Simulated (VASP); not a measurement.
PtSe2:

```
CELL_PARAMETERS angstrom
5.80084 0.00000 0.00000
0.00000 5.80084 0.00000
0.00000 0.00000 4.00861
ATOMIC_POSITIONS crystal
Pt 0.00000 0.00000 0.00000
Pt 0.50000 0.50000 0.50000
Se 0.31010 0.31010 0.00000
Se 0.18990 0.81010 0.50000
Se 0.81010 0.18990 0.50000
Se 0.68990 0.68990 0.00000
```

* Program: VASP 6.6.1
* Task: relaxation of cell and atoms
* Functional: r2SCAN
* Potentials or basis: VASP PAW PBE potentials, release 64 (Pt, Se)
* Cutoff: 600 eV
* k mesh: 4 × 4 × 6
* Occupations: fermi-dirac, width 0.02 eV
* Spin: no spin polarisation

At the start: pressure -2.5 GPa; volume 22.48 Å³/atom.

Q: How do energy, volume and symmetry change on relaxing?

A: Over 5 steps the energy falls by 4.4 meV/atom and the volume is 21.92 Å³/atom (-2.5 %); space group P4_2/mnm (No. 136, to 0.1 Å) before and after.

The path:
```tsv
step	energy change (eV)	largest force (eV/Å)	pressure (GPa)	volume (Å³)
1	0.0000	0.0144	-2.45	134.89
2	0.0104	0.1836	3.17	128.28
3	-0.0246	0.0864	-0.03	131.81
4	-0.0261	0.0352	-0.01	131.63
5	-0.0263	0.0033	0.01	131.52
```

Final structure:
```xyz
6
Lattice="5.7465 0.0000 0.0000 0.0000 5.7465 0.0000 0.0000 0.0000 3.9827" Properties=species:S:1:pos:R:3 pbc="T T T"
Pt    0.0000    0.0000    0.0000
Pt    2.8733    2.8733    1.9914
Se    1.7775    1.7775    0.0000
Se    1.0958    4.6508    1.9914
Se    4.6508    1.0958    1.9914
Se    3.9690    3.9690    0.0000
```

Caveat: the PAW data sets were made with another functional, which shifts forces and pressure a little.
